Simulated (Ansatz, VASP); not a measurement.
Two plane-wave programs on Au

```xyz
2
Lattice="2.8903 0.0000 0.0000 -1.4451 2.5031 0.0000 0.0000 0.0000 4.8647" Properties=species:S:1:pos:R:3 pbc="T T T"
Au    0.0000    1.6687    3.6485
Au    1.4451    0.8344    1.2162
```

Alike in both runs: functional r2SCAN; k mesh 18 × 18 × 10; occupations gaussian, width 0.1 eV; no spin polarisation.

Ansatz relaxed the structure, and its values are those at the end. VASP's run is a single point on that final structure, the one shown.

```csv
,VASP,Ansatz
version,VASP 6.6.1,Ansatz 0.2.0
potentials or method,"VASP PAW PBE potentials, release 64 (Au), cutoff 520 eV","scalar-relativistic, plane waves, PAW"
valence electrons in the cell,22,38
```

|  | VASP | Ansatz | Ansatz less VASP |
| --- | --- | --- | --- |
| gap on the k mesh at the Fermi level (eV) | none | none | - |
| pressure (GPa) | 0.3 | 0.0 | -0.26 |

VASP's potentials were made for PBE, not for r2SCAN. A gap of «none» marks a metal or a gap that the smearing closes. The functional is the same, so the differences come from potentials, cutoffs and numerics. VASP's potentials hold 22 valence electrons a cell and Ansatz's 38, so a difference there can come from the potentials and not from the codes.

Neither program's run includes spin-orbit coupling.
